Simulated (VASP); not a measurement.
# MoS2 (P-3m1) in VASP: notebook, part 2 of 2

VASP 6.6.1.

## (4) Single point, PBE+D3(BJ)

This run uses another cell than the first one, of 15.10 Å³/atom.

INCAR

```
SYSTEM = MoS2
ALGO = Normal
EDIFF = 1E-6
ENCUT = 520
GGA = PE
ISIF = 2
ISMEAR = 0
IVDW = 12
LASPH = .TRUE.
LCHARG = .FALSE.
LREAL = .FALSE.
LWAVE = .FALSE.
NBANDS = 35
NELM = 80
PREC = Accurate
SIGMA = 0.05
```

KPOINTS

```
k-points
0
G
  12 12 4
  0 0 0
```

POSCAR

```
MoS2
1.0
    3.0234000000      0.0000000000      0.0000000000
   -1.5117000000      2.6183412058      0.0000000000
    0.0000000000      0.0000000000     11.4426000000
Mo S
2 4
Direct
    0.6666666667      0.3333333333      0.2501439769
    0.3333333333      0.6666666667      0.7498560231
    0.3333333333      0.6666666667      0.3795985159
    0.6666666667      0.3333333333      0.8793132861
    0.3333333333      0.6666666667      0.1206867139
    0.6666666667      0.3333333333      0.6204014841
```

Potentials or basis: VASP PAW PBE potentials, release 64 (Mo_sv, S).

Command:

```sh
$ cat potpaw_PBE.64/Mo_sv/POTCAR potpaw_PBE.64/S/POTCAR > POTCAR
$ mpirun -np 1 vasp_std > vasp.out
```

OUTCAR:

```text
SYSTEM = MoS2
   EDIFF = 1E-6
   ENCUT = 520
   GGA = PE
   ISIF = 2
   ISMEAR = 0
   IVDW = 12
   LASPH = .TRUE.
   LREAL = .FALSE.
   NELM = 80
   PREC = Accurate
 IVDW          = 12

 ion  position               nearest neighbor table
   1  0.667  0.333  0.250-   3 2.29   3 2.29   3 2.29   5 2.29   5 2.29   5 2.29
   2  0.333  0.667  0.750-   6 2.29   6 2.29   6 2.29   4 2.29   4 2.29   4 2.29
   3  0.333  0.667  0.380-   1 2.29   1 2.29   1 2.29
   4  0.667  0.333  0.879-   2 2.29   2 2.29   2 2.29
   5  0.333  0.667  0.121-   1 2.29   1 2.29   1 2.29
   6  0.667  0.333  0.620-   2 2.29   2 2.29   2 2.29

  LATTYP: Found a hexagonal cell.
 ALAT       =     3.0234000000
 C/A-ratio  =     3.7846794999

  Lattice vectors:

 A1 = (   3.0234000000,   0.0000000000,   0.0000000000)
 A2 = (  -1.5117000000,   2.6183412058,   0.0000000000)
 A3 = (   0.0000000000,   0.0000000000,  11.4426000000)

Analysis of symmetry for initial positions (statically):
=====================================================================
 Subroutine PRICEL returns:
 Original cell was already a primitive cell.

 Routine SETGRP: Setting up the symmetry group for a
 hexagonal supercell.

 Subroutine GETGRP returns: Found 12 space group operations
 (whereof 12 operations were pure point group operations)
 out of a pool of 24 trial point group operations.

The static configuration has the point symmetry D_3d.

Analysis of symmetry for dynamics (positions and initial velocities):
=====================================================================
 Subroutine PRICEL returns:
 Original cell was already a primitive cell.

 Routine SETGRP: Setting up the symmetry group for a
 hexagonal supercell.
[... 130 lines left out ...]
   IALGO  =     38    algorithm
   IMIX   =      4    mixing-type and parameters
     AMIX     =   0.40;   BMIX     =  1.00
     AMIX_MAG =   1.60;   BMIX_MAG =  1.00
  volume/ion in A,a.u.               =      15.10       101.88
  Fermi-wavevector in a.u.,A,eV,Ry     =   1.360589  2.571141 25.187154  1.851204
  Thomas-Fermi vector in A             =   2.487239
   LORBIT       =      0    0 simple, 1 ext, 2 COOP (PROOUT), +10 PAW based schemes
   GGA     = PE    functional components
   LHFCALC =     F    Hartree Fock is set to
   AEXX    =    0.0000 exact exchange contribution
   IVDW    =    12    specifies the selected vdW correction
   LEPSILON=     F    determine dielectric tensor
   LRPA    =     F    only Hartree local field effects (RPA)
 non-spin polarized calculation
 Gauss-broadening in eV      SIGMA  =   0.05
  energy-cutoff  :      520.00
  volume of cell :       90.58
 maximum number of plane-waves:      2473
 NGX is ok and might be reduce to    24
   NGX = 11   NGY = 11   NGZ = 43

 number of electron      52.0000005 magnetization

 Free energy of the ion-electron system (eV)
  ---------------------------------------------------
  ext. energy  EPLUGINS =         0.00000000
  ---------------------------------------------------
  free energy    TOTEN  =       -42.07449182 eV

  energy without entropy =      -42.07449182  energy(sigma->0) =      -42.07449182

 E-fermi :  10.4215     XC(G=0): -11.7107

 val. band max:       10.1853931735   @ k =   0.0000   0.0000   0.0000
 cond. band min:      10.7322151194   @ k =   0.1667   0.1667   0.0000
 fundamental gap:      0.5468219458
 Fermi energy:        10.4214628434

 k-point     1 :       0.0000    0.0000    0.0000
  band No.  band energies     occupation
      1     -51.5859      2.00000
      2     -51.5859      2.00000
      3     -25.9084      2.00000
      4     -25.9080      2.00000
      5     -25.4916      2.00000
      6     -25.4916      2.00000
[... 901 lines left out ...]
     34      13.1352      0.00000
     35      17.5555      0.00000

 [... further k-points ...]

------------------------ aborting loop because EDIFF is reached ----------------------------------------

 Edisp (eV)   -3.02290

 E8    (eV) :    -1.2190

  FORCE on cell =-STRESS in cart. coord.  units (eV):
  Direction    XX          YY          ZZ          XY          YZ          ZX
  --------------------------------------------------------------------------------------
  -------------------------------------------------------------------------------------
  Total      15.02538    15.02538    18.66687     0.00000    -0.00000     0.00000
  in kB     265.75984   265.75984   330.16833     0.00000    -0.00000     0.00000
  external pressure =      287.23 kB  Pullay stress =        0.00 kB

 VOLUME and BASIS-vectors are now :
 -----------------------------------------------------------------------------
  energy-cutoff  :      520.00
  volume of cell :       90.58
      direct lattice vectors                 reciprocal lattice vectors
     3.023400000  0.000000000  0.000000000     0.330753456  0.190960597  0.000000000
    -1.511700000  2.618341206  0.000000000     0.000000000  0.381921194  0.000000000
     0.000000000  0.000000000 11.442600000     0.000000000  0.000000000  0.087392725

 POSITION                                       TOTAL-FORCE (eV/Angst)
 -----------------------------------------------------------------------------------
      1.51170      0.87278      2.86230        -0.000000      0.000000     -0.002163
     -0.00000      1.74556      8.58030         0.000000     -0.000000      0.002163
     -0.00000      1.74556      4.34359         0.000000     -0.000000      2.854306
      1.51170      0.87278     10.06163         0.000000     -0.000000      2.859584
     -0.00000      1.74556      1.38097         0.000000      0.000000     -2.859584
      1.51170      0.87278      7.09901         0.000000      0.000000     -2.854306
 -----------------------------------------------------------------------------------
    total drift:                               -0.000000      0.000000      0.000000

  FREE ENERGIE OF THE ION-ELECTRON SYSTEM (eV)
  ---------------------------------------------------
  free  energy   TOTEN  =       -45.0973905003 eV

  energy  without entropy=      -45.0973905003  energy(sigma->0) =      -45.09739050
```

OSZICAR:

```text
N       E                     dE             d eps       ncg     rms          rms(c)
DAV:   1     0.470029234905E+03    0.47003E+03   -0.29850E+04  5158   0.144E+03
DAV:   2    -0.216062489733E+02   -0.49164E+03   -0.47599E+03  5782   0.388E+02
DAV:   3    -0.440795206339E+02   -0.22473E+02   -0.22075E+02  5856   0.773E+01
DAV:   4    -0.444755781796E+02   -0.39606E+00   -0.39494E+00  5762   0.105E+01
DAV:   5    -0.444823078333E+02   -0.67297E-02   -0.67280E-02  5692   0.135E+00    0.478E+01
DAV:   6    -0.424559117484E+02    0.20264E+01   -0.80887E+00  5272   0.188E+01    0.167E+01
DAV:   7    -0.422783027753E+02    0.17761E+00   -0.30507E+00  5095   0.106E+01    0.996E+00
DAV:   8    -0.420744922684E+02    0.20381E+00   -0.65149E-01  5179   0.547E+00    0.343E+00
DAV:   9    -0.420818450218E+02   -0.73528E-02   -0.65360E-02  5715   0.125E+00    0.172E+00
DAV:  10    -0.420747748847E+02    0.70701E-02   -0.37826E-02  5314   0.123E+00    0.329E-01
DAV:  11    -0.420745108520E+02    0.26403E-03   -0.27386E-03  5245   0.354E-01    0.859E-02
DAV:  12    -0.420744844769E+02    0.26375E-04   -0.17321E-04  5480   0.784E-02    0.739E-02
DAV:  13    -0.420744926376E+02   -0.81608E-05   -0.62312E-05  5253   0.389E-02    0.379E-02
DAV:  14    -0.420744918178E+02    0.81980E-06   -0.28112E-06  4896   0.937E-03
   1 F= -.45097391E+02 E0= -.45097391E+02  d E =-.102064E-13
```

Wall time 4.5 min (1 thread of Intel Xeon Platinum 8259CL at 2.50GHz (Skylake/Cascade Lake), shared host); peak memory 0.33 GiB.

Results:

```
Free energy                : -45.0974 eV
Pressure                   : 28.7 GPa
Largest force              : 2.860 eV/Å
Band gap on the k mesh     : 0.55 eV (least direct gap 1.94 eV)
Dispersion energy per atom : -0.504 eV
```

Forces in eV/Å, atoms in the order of the input:
```
Mo   0.000  0.000 -0.002
Mo   0.000  0.000  0.002
S    0.000  0.000  2.854
S    0.000  0.000  2.860
S    0.000  0.000 -2.860
S    0.000  0.000 -2.854
```

Stress tensor (GPa, compression positive):
```
26.58  0.00  0.00
 0.00 26.58  0.00
 0.00  0.00 33.02
```

Caveat: the stress differs along the axes, from 27 to 33 GPa; forces of over 1 eV/Å act on the atoms, so gaps and moduli don't describe the material at rest.

## (5) Single point, PBE+D3(BJ)

This run uses another cell than the first one, of 17.66 Å³/atom.

INCAR

```
SYSTEM = MoS2
PREC = Accurate
ENCUT = 520
EDIFF = 1E-6
ISMEAR = 0
SIGMA = 0.05
LREAL = .False.
LASPH = .True.
NELM = 80
ALGO = Normal
ISIF = 2
LWAVE = .False.
LCHARG = .False.
GGA = PE
IVDW = 12
NBANDS = 35
```

KPOINTS

```
regular mesh
0
Gamma
  12 12 4
  0 0 0
```

Changes to POSCAR since step 4:

```diff
@@ -2,5 +2,5 @@
 1.0
-    3.0234000000      0.0000000000      0.0000000000
-   -1.5117000000      2.6183412058      0.0000000000
-    0.0000000000      0.0000000000     11.4426000000
+    3.1808000000      0.0000000000      0.0000000000
+   -1.5904000000      2.7546536043      0.0000000000
+    0.0000000000      0.0000000000     12.0957854159
 Mo S
```

Command:

```sh
$ cat potpaw_PBE.64/Mo_sv/POTCAR potpaw_PBE.64/S/POTCAR > POTCAR
$ mpirun -np 1 vasp_std > vasp.out
```

Run time: 2.2 min. Hardware: 1 thread of Intel Xeon Platinum 8488C (Sapphire Rapids), shared host; peak memory 0.35 GiB.

Results (log left out):

| Item | Value |
| --- | --- |
| Free energy | -46.1476 eV |
| Pressure | -3.0 GPa |
| Largest force | 0.207 eV/Å |
| Band gap on the k mesh | 0.79 eV (least direct gap 1.61 eV) |
| Dispersion energy per atom | -0.428 eV |

Forces on the atoms (eV/Å):
```
Mo   0.000  0.000 -0.001
Mo   0.000  0.000  0.001
S    0.000  0.000 -0.207
S    0.000  0.000 -0.205
S    0.000  0.000  0.205
S    0.000  0.000  0.207
```

Stress tensor (GPa, compression positive):
```
-3.45  0.00  0.00
 0.00 -3.45  0.00
 0.00  0.00 -2.06
```

Levels at points of the mesh, in eV from the valence-band top:
| k point | band 24 | band 25 | band 26 | band 27 | band 28 | band 29 |
| --- | --- | --- | --- | --- | --- | --- |
| (0.00, 0.00, 0.00) | -1.20 | -1.07 | 0.00 | 1.98 | 1.98 | 2.02 |
| (0.50, 0.00, 0.00) | -1.60 | -1.50 | -1.32 | 1.49 | 1.54 | 1.88 |
| (0.00, 0.00, 0.50) | -2.23 | -0.25 | -0.24 | 1.99 | 1.99 | 1.99 |
| (0.50, 0.00, 0.50) | -1.73 | -1.40 | -1.39 | 1.51 | 1.51 | 2.04 |

## (6) Single point, PBE+D3(BJ)

This run uses another cell than the first one, of 17.71 Å³/atom.

INCAR

```
ALGO = Normal
EDIFF = 1E-6
ENCUT = 520
GGA = PE
ISIF = 2
ISMEAR = 0
IVDW = 12
LASPH = T
LCHARG = T
LELF = T
LREAL = F
LVHAR = T
LWAVE = F
NBANDS = 35
NELM = 100
PREC = Accurate
SIGMA = 0.05
```

KPOINTS

```
k-points
0
Gamma
  12 12 4
```

Changes to POSCAR since step 5:

```diff
@@ -2,5 +2,5 @@
 1.0
-    3.1808000000      0.0000000000      0.0000000000
-   -1.5904000000      2.7546536043      0.0000000000
-    0.0000000000      0.0000000000     12.0957854159
+    3.2438000000      0.0000000000      0.0000000000
+   -1.6219000000      2.8092132048      0.0000000000
+    0.0000000000      0.0000000000     11.6603000000
 Mo S
```

Potentials or basis: VASP PAW PBE potentials, release 64 (Mo_sv, S).

Command:

```sh
$ cat potpaw_PBE.64/Mo_sv/POTCAR potpaw_PBE.64/S/POTCAR > POTCAR
$ mpirun -np 1 vasp_std > vasp.out
```

Wall time 2.2 min (1 thread of Intel Xeon Platinum 8488C (Sapphire Rapids), shared host); peak memory 0.35 GiB.

Results (log left out):

```
Free energy                : -45.9818 eV
Pressure                   : -2.6 GPa
Largest force              : 0.414 eV/Å
Band gap on the k mesh     : 0.28 eV (least direct gap 1.35 eV)
Dispersion energy per atom : -0.427 eV
```

Forces in eV/Å, atoms in the order of the input:
```
Mo   0.000  0.000 -0.002
Mo   0.000  0.000  0.002
S    0.000  0.000  0.410
S    0.000  0.000  0.414
S    0.000  0.000 -0.414
S    0.000  0.000 -0.410
```

Stress tensor (GPa, compression positive):
```
-6.42  0.00  0.00
 0.00 -6.42  0.00
 0.00  0.00  5.11
```

Levels at points of the mesh, in eV from the valence-band top:
```
           k point  band 24  band 25  band 26  band 27  band 28  band 29
(0.00, 0.00, 0.00)    -1.13    -0.89     0.00     1.55     1.55     1.58
(0.50, 0.00, 0.00)    -2.18    -1.83    -1.52     0.91     1.00     1.39
(0.00, 0.00, 0.50)    -2.54    -0.19    -0.18     1.55     1.55     1.55
(0.50, 0.00, 0.50)    -2.32    -1.64    -1.64     0.95     0.95     1.50
```

Caveat: the stress differs along the axes, from -6 to 5 GPa.

## (7) Overview

| cell | gap on the mesh (eV) | pressure (GPa) | largest force (eV/Å) |
| --- | --- | --- | --- |
| a = 2.992, b = 2.992, c = 11.660 Å, angles 90.0, 90.0, 120.0°, 6 atoms | 0.69 | 28.8 | 2.50 |
| a = 3.055, b = 3.055, c = 11.225 Å, angles 90.0, 90.0, 120.0°, 6 atoms | 0.38 | 28.9 | 3.22 |
| a = 3.023, b = 3.023, c = 11.443 Å, angles 90.0, 90.0, 120.0°, 6 atoms | 0.55 | 28.7 | 2.86 |
| a = 3.181, b = 3.181, c = 12.096 Å, angles 90.0, 90.0, 120.0°, 6 atoms | 0.79 | -3.0 | 0.21 |
| a = 3.244, b = 3.244, c = 11.660 Å, angles 90.0, 90.0, 120.0°, 6 atoms | 0.28 | -2.6 | 0.41 |

Alike in all rows: task single point; level PBE+D3(BJ); potentials or basis VASP PAW PBE potentials, release 64 (Mo_sv, S); no spin polarisation; k mesh 12 × 12 × 4; cutoff (eV) 520; smearing gaussian 0.05 eV.

Caveats: forces of over 1 eV/Å act on the atoms, so gaps and moduli don't describe the material at rest (at least some runs); the cell stands under pressure (at least some runs); the stress differs along the axes, from 25 to 38 GPa (at least some runs); the stress differs along the axes, from 27 to 33 GPa (at least some runs); the stress differs along the axes, from -6 to 5 GPa (at least some runs).

Absolute energies hang on the potentials; compare differences alone.
